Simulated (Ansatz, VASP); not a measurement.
Two plane-wave programs on SnSe

The input INCAR:

```
SYSTEM = SnSe
ALGO     = Normal         ! electronic algorithm
EDIFF    = 1E-7           ! SCF threshold, eV
ENCUT    = 520            ! plane-wave cutoff, eV
GGA      = CA             ! functional
ISIF     = 2              ! what is computed and relaxed
ISMEAR   = 0              ! smearing method
LASPH    = .True.         ! aspherical terms in the spheres
LCHARG   = .False.        ! write CHGCAR
LREAL    = .False.        ! projectors in reciprocal space
LWAVE    = .False.        ! write WAVECAR
NBANDS   = 17             ! bands
NELM     = 100            ! most SCF steps
PREC     = Accurate       ! precision mode
SIGMA    = 0.05           ! smearing width, eV
```

KPOINTS

```
k-points
0
Gamma
  8 8 8
  0 0 0
```

POSCAR

```
SnSe
1.0
    0.0000000000      2.9466477701      2.9466477701
    3.2413125471      0.0000000000      2.9466477701
    3.2413125471      2.9466477701      0.0000000000
Sn Se
1 1
Direct
    0.0000000000      0.0000000000      0.0000000000
    0.5000000000      0.5000000000      0.5000000000
```

Input for Ansatz:

```yaml
crystal:
  lattice:
    - [0.0, 2.9466477701, 2.9466477701]
    - [3.2413125471, 0.0, 2.9466477701]
    - [3.2413125471, 2.9466477701, 0.0]
  atoms:
    - { symbol: Sn, position: [0.0, 0.0, 0.0] }
    - { symbol: Se, position: [0.5, 0.5, 0.5] }
basis:
  ecutwfc: 420
kpoints:
  mp_grid: { grid: [8, 8, 8] }
hamiltonian:
  xc: lda
scf:
  occupations: { method: gaussian, width: 0.05 }
output:
  forces: true
  stress: true
  eigenvalues: true
```

Change from the starting cell: strain +0.1000 x Voigt [1, 0, 0, 0, 0, 0], atoms carried along.

Alike in both runs: task single point; functional LDA; k mesh 8 × 8 × 8; occupations gaussian, width 0.05 eV; no spin polarisation.

```csv
,VASP,Ansatz
version,VASP 6.6.1,Ansatz 0.2.0
potentials or method,"VASP PAW LDA potentials, release 64 (Sn_d, Se), cutoff 520 eV","scalar-relativistic, plane waves, PAW"
valence electrons in the cell,20,30
```

|  | VASP | Ansatz | Ansatz less VASP |
| --- | --- | --- | --- |
| gap on the k mesh at the Fermi level (eV) | 0.43 | 0.44 | +0.011 |
| least direct gap on the mesh (eV) | 0.53 | 0.54 | +0.008 |
| pressure (GPa) | -3.5 | -3.6 | -0.06 |
| traceless stress, the component that is largest in VASP (GPa) | -4.91 | -4.84 | +0.065 |

LDA's correlation is that of Perdew and Zunger in VASP and of Perdew and Wang (1992) in Ansatz. VASP's potentials hold 20 valence electrons a cell and Ansatz's 30, so a difference there can come from the potentials and not from the codes.
